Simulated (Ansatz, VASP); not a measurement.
## Two plane-wave programs on NaB2

```
Na B
1.0
     3.38065    0.00000    0.00000
    -1.69033    2.92773    0.00000
     0.00000    0.00000    4.27998
Na B
1 2
Direct
  0.00000 0.00000 0.00000
  0.66667 0.33333 0.58437
  0.33333 0.66667 0.41563
```

Change from the starting cell: species swapped into the CaSi2 type (P-3m1, No. 164).

Alike in both runs: task relaxation of cell and atoms; functional PBE; k mesh 6 × 6 × 4; occupations gaussian, width 0.1 eV; no spin polarisation.

|  | VASP | Ansatz |
| --- | --- | --- |
| version | VASP 6.6.1 | Ansatz 0.2.0 |
| potentials or method | VASP PAW PBE potentials, release 64 (Na_pv, B), cutoff 600 eV | scalar-relativistic, plane waves, PAW |
| valence electrons in the cell | 13 | 15 |

Ansatz gave:

* gap on the k mesh at the Fermi level, each at its own relaxed structure (eV): none
* relaxed volume (Å³/atom): 11.45
* relaxed length of the cell vector where the two differ most in proportion (Å): 4.299

Question: What did VASP give for the same quantities?

Answer: gap on the k mesh at the Fermi level, each at its own relaxed structure (eV): none; relaxed volume (Å³/atom): 11.48; relaxed length of the cell vector where the two differ most in proportion (Å): 4.311.

A gap of «none» marks a metal or a gap that the smearing closes. VASP's potentials hold 13 valence electrons a cell and Ansatz's 15, so a difference there can come from the potentials and not from the codes.

The k mesh is coarse, so the values compare programs but aren't converged. Noted on VASP's run: the volume moved by over 15 % at a fixed basis, so the end points are rough.
